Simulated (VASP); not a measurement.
# TiO2 (P4_2nm) in VASP: single point with PBE

Aim: the single point of TiO2 with PBE.

Program: VASP 6.6.1. These are calculated values, not measurements. Logs are shortened: lines on timing, memory, paths and dates and some standing lists are left out, and cuts for length are marked.

**1. The cell of the first run**

It takes space group P4_2nm (No. 102, tetragonal). The conventional cell has a = 4.605 Å, b = 4.605 Å, c = 2.939 Å, α = 90.00°, β = 90.00°, γ = 90.00°. Ti (site symmetry 2mm) has 6 O at 1.84 to 2.05 Å within 2.4 Å. O (site symmetry m) has 3 Ti at 1.84 to 2.05 Å within 2.4 Å.

**2. Single point, PBE (atoms displaced along a vibrational mode, the cell strained)**

INCAR reads:

```
ALGO = Normal
EDIFF = 1E-6
ENCUT = 520
GGA = PE
ISIF = 2
ISMEAR = 0
LASPH = True
LCHARG = False
LREAL = False
LWAVE = False
NBANDS = 33
NELM = 100
PREC = Accurate
SIGMA = 0.05
```

KPOINTS reads:

```
k-points
0
Gamma
  6 6 10
```

POSCAR reads:

```
TiO2
1.0
    4.6048595979      0.0000000000      0.0000000000
    0.0000000000      4.6048595979      0.0000000000
    0.0000000000      0.0000000000      2.9392636202
Ti O
2 4
Direct
    0.0000000000      0.0000000000      0.0196221979
    0.5000000000      0.5000000000      0.5196221979
    0.3050970583      0.3050970583     -0.0293535767
    0.1949029417      0.8050970583      0.4706464233
    0.6949029417      0.6949029417     -0.0293535767
    0.8050970583      0.1949029417      0.4706464233
```

Potentials or basis: VASP PAW PBE potentials, release 64 (Ti_sv, O).

Command:

```
$ cat potpaw_PBE.64/Ti_sv/POTCAR potpaw_PBE.64/O/POTCAR > POTCAR
$ mpirun -np 1 vasp_std > vasp.out
```

OUTCAR:

```text
EDIFF = 1E-6
   ENCUT = 520
   GGA = PE
   ISIF = 2
   ISMEAR = 0
   LASPH = True
   LREAL = False
   NELM = 100
   PREC = Accurate

 ion  position               nearest neighbor table
   1  0.000  0.000  0.020-   4 1.84   6 1.84   5 1.99   3 1.99   4 2.05   6 2.05
   2  0.500  0.500  0.520-   3 1.84   5 1.84   4 1.99   6 1.99   3 2.05   5 2.05
   3  0.305  0.305  0.971-   2 1.84   1 1.99   2 2.05
   4  0.195  0.805  0.471-   1 1.84   2 1.99   1 2.05
   5  0.695  0.695  0.971-   2 1.84   1 1.99   2 2.05
   6  0.805  0.195  0.471-   1 1.84   2 1.99   1 2.05

  LATTYP: Found a simple tetragonal cell.
 ALAT       =     4.6048595979
 C/A-ratio  =     0.6382960344

  Lattice vectors:

 A1 = (   4.6048595979,   0.0000000000,   0.0000000000)
 A2 = (   0.0000000000,   4.6048595979,   0.0000000000)
 A3 = (   0.0000000000,   0.0000000000,   2.9392636202)

Analysis of symmetry for initial positions (statically):
=====================================================================
 Subroutine PRICEL returns:
 Original cell was already a primitive cell.

 Routine SETGRP: Setting up the symmetry group for a
 simple tetragonal supercell.

 Subroutine GETGRP returns: Found  8 space group operations
 (whereof  4 operations were pure point group operations)
 out of a pool of 16 trial point group operations.

The static configuration has the point symmetry C_2v.
 The point group associated with its full space group is C_4v.

Analysis of symmetry for dynamics (positions and initial velocities):
=====================================================================
 Subroutine PRICEL returns:
 Original cell was already a primitive cell.

 Routine SETGRP: Setting up the symmetry group for a
 simple tetragonal supercell.

 Subroutine GETGRP returns: Found  8 space group operations
 (whereof  4 operations were pure point group operations)
 out of a pool of 16 trial point group operations.

The dynamic configuration has the point symmetry C_2v.
 The point group associated with its full space group is C_4v.

 Subroutine INISYM returns: Found  8 space group operations
 (whereof  4 operations are pure point group operations),
 and found     1 'primitive' translations

----------------------------------------------------------------------------------------

                                     Primitive cell

  volume of cell :      62.3263

  direct lattice vectors                    reciprocal lattice vectors
     4.604859598  0.000000000  0.000000000     0.217161887  0.000000000  0.000000000
     0.000000000  4.604859598  0.000000000     0.000000000  0.217161887  0.000000000
     0.000000000  0.000000000  2.939263620     0.000000000  0.000000000  0.340221269

  length of vectors
     4.604859598  4.604859598  2.939263620     0.217161887  0.217161887  0.340221269

  position of ions in fractional coordinates (direct lattice)
     0.000000000  0.000000000  0.019622198
     0.500000000  0.500000000  0.519622198
     0.305097058  0.305097058  0.970646423
     0.194902942  0.805097058  0.470646423
     0.694902942  0.694902942  0.970646423
     0.805097058  0.194902942  0.470646423

  ion indices of the primitive-cell ions
   primitive index   ion index
                 1           1
                 2           2
                 3           3
                 4           4
                 5           5
                 6           6

----------------------------------------------------------------------------------------

 KPOINTS: k-points

Automatic generation of k-mesh.
 Grid dimensions read from file:
 generate k-points for:    6    6   10

 Generating k-lattice:

  Cartesian coordinates                     Fractional coordinates (reciprocal lattice)
     0.036193648  0.000000000  0.000000000     0.166666667  0.000000000  0.000000000
     0.000000000  0.036193648  0.000000000     0.000000000  0.166666667  0.000000000
     0.000000000  0.000000000  0.034022127     0.000000000  0.000000000  0.100000000

  Length of vectors
     0.036193648  0.036193648  0.034022127

  Shift w.r.t. Gamma in fractional coordinates (k-lattice)
     0.000000000  0.000000000  0.000000000

 Subroutine IBZKPT returns following result:
 ===========================================

 Found     60 irreducible k-points:

 Following reciprocal coordinates:
            Coordinates               Weight
  0.000000  0.000000  0.000000      1.000000
  0.166667  0.000000  0.000000      4.000000
  0.333333  0.000000  0.000000      4.000000
  0.500000  0.000000  0.000000      2.000000
  0.166667  0.166667  0.000000      4.000000
  0.333333  0.166667  0.000000      8.000000
[... 16 lines left out ...]
  0.333333  0.000000  0.200000      8.000000
  0.500000  0.000000  0.200000      4.000000
 [... further k-points ...]
   k-points           NKPTS =     60   k-points in BZ     NKDIM =     60   number of bands    NBANDS=     33
   number of dos      NEDOS =    301   number of ions     NIONS =      6
   total plane-waves  NPLWV =  31104
   dimension x,y,z NGX =    36 NGY =   36 NGZ =   24
   dimension x,y,z NGXF=    72 NGYF=   72 NGZF=   48
   ions per type =               2   4
   NGX,Y,Z   is equivalent  to a cutoff of  13.00, 13.00, 13.57 a.u.
   NGXF,Y,Z  is equivalent  to a cutoff of  25.99, 25.99, 27.15 a.u.
 SYSTEM =  unknown system
   PREC   = accura    normal or accurate (medium, high low for compatibility)
   ISTART =      0    job   : 0-new  1-cont  2-samecut
   ICHARG =      2    charge: 1-file 2-atom 10-const
   ISPIN  =      1    spin polarized calculation?
   LNONCOLLINEAR =      F non collinear calculations
   LSORBIT =      F    spin-orbit coupling
   LASPH  =      T    aspherical Exc in radial PAW
   ENCUT  =  520.0 eV  38.22 Ry    6.18 a.u.   8.56  8.56  5.47*2*pi/ulx,y,z
   NELM   =    100;   NELMIN=  2; NELMDL= -5     # of ELM steps
   EDIFF  = 0.1E-05   stopping-criterion for ELM
   LREAL  =      F    real-space projection
   EDIFFG = 0.1E-04   stopping-criterion for IOM
   NSW    =      0    number of steps for IOM
   IBRION =     -1    ionic relax: 0-MD 1-quasi-New 2-CG
   NFREE  =      0    steps in history (QN), initial steepest desc. (CG)
   ISIF   =      2    stress and relaxation
   ISYM   =      2    0-nonsym 1-usesym 2-fastsym
   POTIM  = 0.5000    time-step for ionic-motion
   TEBEG  =    0.0;   TEEND  =   0.0 temperature during run
   PSTRESS=    0.0 pullay stress
   NELECT =      48.0000    total number of electrons
   NUPDOWN=      -1.0000    fix difference up-down
   EMIN   =  10.00;   EMAX   =-10.00  energy-range for DOS
   EFERMI =   0.00;   METHOD = LEGACY
   ISMEAR =     0;   SIGMA  =   0.05  broadening in eV -4-tet -1-fermi 0-gaus
   EFERMI_NEDOS =   21; number of points for ismear=-14 and -15
   IALGO  =     38    algorithm
   IMIX   =      4    mixing-type and parameters
     AMIX     =   0.40;   BMIX     =  1.00
     AMIX_MAG =   1.60;   BMIX_MAG =  1.00
  volume/ion in A,a.u.               =      10.39        70.10
  Fermi-wavevector in a.u.,A,eV,Ry     =   1.500600  2.835722 30.637584  2.251799
  Thomas-Fermi vector in A             =   2.612079
   LORBIT       =      0    0 simple, 1 ext, 2 COOP (PROOUT), +10 PAW based schemes
   GGA     = PE    functional components
   LHFCALC =     F    Hartree Fock is set to
   AEXX    =    0.0000 exact exchange contribution
   IVDW    =     0    specifies the selected vdW correction
   LEPSILON=     F    determine dielectric tensor
   LRPA    =     F    only Hartree local field effects (RPA)
 non-spin polarized calculation
 Gauss-broadening in eV      SIGMA  =   0.05
  energy-cutoff  :      520.00
  volume of cell :       62.33
 maximum number of plane-waves:      1696
 NGX is ok and might be reduce to    36
   NGX = 17   NGY = 17   NGZ = 11

 number of electron      48.0000033 magnetization

 Free energy of the ion-electron system (eV)
  ---------------------------------------------------
  ext. energy  EPLUGINS =         0.00000000
  ---------------------------------------------------
  free energy    TOTEN  =       -53.59398502 eV

  energy without entropy =      -53.59398502  energy(sigma->0) =      -53.59398502

 E-fermi :   5.0759     XC(G=0): -11.4026

 val. band max:        4.7243837685   @ k =   0.0000   0.0000   0.0000
 cond. band min:       6.9055270696   @ k =   0.5000   0.1667   0.5000
 fundamental gap:      2.1811433010
 Fermi energy:         5.0758612444

 k-point     1 :       0.0000    0.0000    0.0000
  band No.  band energies     occupation
      1     -51.9110      2.00000
      2     -51.8938      2.00000
      3     -28.2506      2.00000
      4     -28.2506      2.00000
      5     -28.0646      2.00000
      6     -28.0646      2.00000
[... 25 lines left out ...]
     32      11.4993      0.00000
     33      11.5012      0.00000

 k-point     2 :       0.1667    0.0000    0.0000
  band No.  band energies     occupation
      1     -51.9099      2.00000
      2     -51.8950      2.00000
      3     -28.2424      2.00000
      4     -28.2418      2.00000
      5     -28.0751      2.00000
      6     -28.0749      2.00000
[... 25 lines left out ...]
     32      11.3432      0.00000
     33      11.5047      0.00000

 k-point     3 :       0.3333    0.0000    0.0000
  band No.  band energies     occupation
      1     -51.9067      2.00000
      2     -51.8981      2.00000
      3     -28.2219      2.00000
      4     -28.2204      2.00000
      5     -28.0991      2.00000
      6     -28.0984      2.00000
[... 25 lines left out ...]
     32      10.9591      0.00000
     33      11.5488      0.00000

 k-point     4 :       0.5000    0.0000    0.0000
  band No.  band energies     occupation
      1     -51.9024      2.00000
      2     -51.9024      2.00000
      3     -28.2068      2.00000
      4     -28.2068      2.00000
      5     -28.1143      2.00000
      6     -28.1143      2.00000
[... 25 lines left out ...]
     32      10.4721      0.00000
     33      11.7410      0.00000

 k-point     5 :       0.1667    0.1667    0.0000
  band No.  band energies     occupation
      1     -51.9089      2.00000
      2     -51.8960      2.00000
      3     -28.2536      2.00000
      4     -28.2191      2.00000
      5     -28.1002      2.00000
      6     -28.0629      2.00000
[... 604 lines left out ...]
 k-point    22 :       0.1667    0.0000    0.2000
  band No.  band energies     occupation
      1     -51.8935      2.00000
      2     -51.8814      2.00000
      3     -28.2215      2.00000
      4     -28.2015      2.00000
      5     -28.1885      2.00000
      6     -28.1871      2.00000
[... 25 lines left out ...]
     32      10.8130      0.00000
     33      11.1835      0.00000

 k-point    23 :       0.3333    0.0000    0.2000
  band No.  band energies     occupation
      1     -51.8909      2.00000
      2     -51.8839      2.00000
      3     -28.2237      2.00000
      4     -28.2050      2.00000
      5     -28.1775      2.00000
      6     -28.1686      2.00000
[... 25 lines left out ...]
     32      10.3323      0.00000
     33      11.3643      0.00000

 k-point    24 :       0.5000    0.0000    0.2000
  band No.  band energies     occupation
      1     -51.8874      2.00000
      2     -51.8874      2.00000
      3     -28.2165      2.00000
      4     -28.2165      2.00000
      5     -28.1632      2.00000
      6     -28.1632      2.00000
[... 25 lines left out ...]
     32      10.0449      0.00000
     33      11.7152      0.00000

 [... further k-points ...]

------------------------ aborting loop because EDIFF is reached ----------------------------------------

  FORCE on cell =-STRESS in cart. coord.  units (eV):
  Direction    XX          YY          ZZ          XY          YZ          ZX
  --------------------------------------------------------------------------------------
  -------------------------------------------------------------------------------------
  Total        3.3420716      3.3420716      4.7044987      0.0000000      0.0000000      0.0000000
  in kB       85.9122329     85.9122329    120.9351660      0.0000000      0.0000000      0.0000000
  external PRESSURE =      97.5865439 kB  Pullay stress =       0.0000000 kB

 VOLUME and BASIS-vectors are now :
 -----------------------------------------------------------------------------
  energy-cutoff  :      520.00
  volume of cell :       62.33
      direct lattice vectors                 reciprocal lattice vectors
     4.604859598  0.000000000  0.000000000     0.217161887  0.000000000  0.000000000
     0.000000000  4.604859598  0.000000000     0.000000000  0.217161887  0.000000000
     0.000000000  0.000000000  2.939263620     0.000000000  0.000000000  0.340221269

 POSITION                                       TOTAL-FORCE (eV/Angst)
 -----------------------------------------------------------------------------------
      0.00000      0.00000      0.05767         0.000000      0.000000     -0.466937
      2.30243      2.30243      1.52731         0.000000      0.000000     -0.466937
      1.40493      1.40493      2.85299        -0.305418     -0.305418      0.233468
      0.89750      3.70736      1.38335         0.305418     -0.305418      0.233468
      3.19993      3.19993      2.85299         0.305418      0.305418      0.233468
      3.70736      0.89750      1.38335        -0.305418      0.305418      0.233468
 -----------------------------------------------------------------------------------
    total drift:                               -0.000000      0.000000     -0.000106

  FREE ENERGIE OF THE ION-ELECTRON SYSTEM (eV)
  ---------------------------------------------------
  free  energy   TOTEN  =       -53.5939850240 eV

  energy  without entropy=      -53.5939850240  energy(sigma->0) =      -53.59398502
```

It took 1.9 min on 1 thread of Intel Xeon Platinum 8375C at 2.90GHz (Ice Lake), shared host; peak memory 0.23 GiB.

Results:

- Free energy: -53.5940 eV
- Pressure: 9.8 GPa
- Largest force: 0.491 eV/Å
- Band gap on the k mesh: 2.18 eV (least direct gap 2.48 eV)

Forces on the atoms (eV/Å):
```
Ti   0.000  0.000 -0.467
Ti   0.000  0.000 -0.467
O   -0.305 -0.305  0.233
O    0.305 -0.305  0.233
O    0.305  0.305  0.233
O   -0.305  0.305  0.233
```

Caveat: the cell differs from its parent crystal (atoms displaced along a vibrational mode, the cell strained); the cell stands under pressure.
